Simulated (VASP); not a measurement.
Wanted: the native input for a VASP 6.6.1 run.

```yaml
Task: single point
Functional: PBE
Potentials_or_basis: VASP PAW PBE potentials, release 64 (Al, P)
Cutoff: 500 eV
k_mesh: 6 × 6 × 6
Occupations: gaussian, width 0.01 eV
Spin: no spin polarisation
Dipole_correction: no
Further_INCAR_settings: ALGO = Normal; EDIFF = 1e-06; NBANDS = 11
```

The structure of AlP lies in POSCAR:

```
AlP
1.0
    0.0000000000      2.6447272164      2.6447272164
    2.6447272164      0.0000000000      2.6447272164
    2.6447272164      2.6447272164      0.0000000000
Al P
1 1
Direct
    0.0000000000      0.0000000000      0.0000000000
    0.2500000000      0.2500000000      0.2500000000
```

This cell differs from its parent crystal: volume changed by -10%.

The input as run:

INCAR

```
ALGO = Normal
EDIFF = 1E-6
ENCUT = 500
GGA = PE
GGA_COMPAT = False
ISIF = 2
ISMEAR = 0
LASPH = True
LCHARG = True
LELF = True
LREAL = False
LVHAR = True
LWAVE = False
NBANDS = 11
NELM = 120
PREC = Accurate
SIGMA = 0.01
```

KPOINTS

```
k-points
0
Gamma
  6 6 6
```

Potentials or basis: VASP PAW PBE potentials, release 64 (Al, P).

Launch:

```bash
$ cat potpaw_PBE.64/Al/POTCAR potpaw_PBE.64/P/POTCAR > POTCAR
$ mpirun -np 1 vasp_std > vasp.out
```

Results of the run:

The pressure is 12.8 GPa and the band gap on the k mesh is 1.37 eV, indirect (least direct gap 3.67 eV).

It used 9 s of CPU time on 1 thread of AMD EPYC 7R13 Processor (Zen 3), with other jobs on the host.
